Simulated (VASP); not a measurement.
Cu, 1 atom in the cell. The structure is cubic, space group Fm-3m (No. 225). The conventional cell has a = 3.634 Å, b = 3.634 Å, c = 3.634 Å, α = 90.00°, β = 90.00°, γ = 90.00°. Within 3.4 Å of Cu (site symmetry m-3m) lie 12 Cu at 2.57 Å. 

- Program: VASP 6.6.1
- Task: single point
- Functional: PBE
- Potentials or basis: VASP PAW PBE potentials, release 64 (Cu)
- Cutoff: 520 eV
- k mesh: 8 × 8 × 8
- Occupations: gaussian, width 0.1 eV
- Spin: no spin polarisation
- Dipole correction: no
- Further INCAR settings: ALGO = Normal; EDIFF = 1e-06; NBANDS = 12

Potentials or basis: VASP PAW PBE potentials, release 64 (Cu).

Run with:

```sh
$ cat potpaw_PBE.64/Cu/POTCAR > POTCAR
$ mpirun -np 1 vasp_std > vasp.out
```

Hardware: 1 thread of Intel(R) Xeon(R) Platinum 8259CL CPU @ 2.50GHz (Skylake/Cascade Lake) (shared host).

**Question.** How long does it take, and how much memory?

**Answer.** Wall time 4 s on 1 thread of Intel(R) Xeon(R) Platinum 8259CL CPU @ 2.50GHz (Skylake/Cascade Lake), with other jobs on the host, peak memory 0.12 GiB. Counts: scf iterations 11, k points 29.
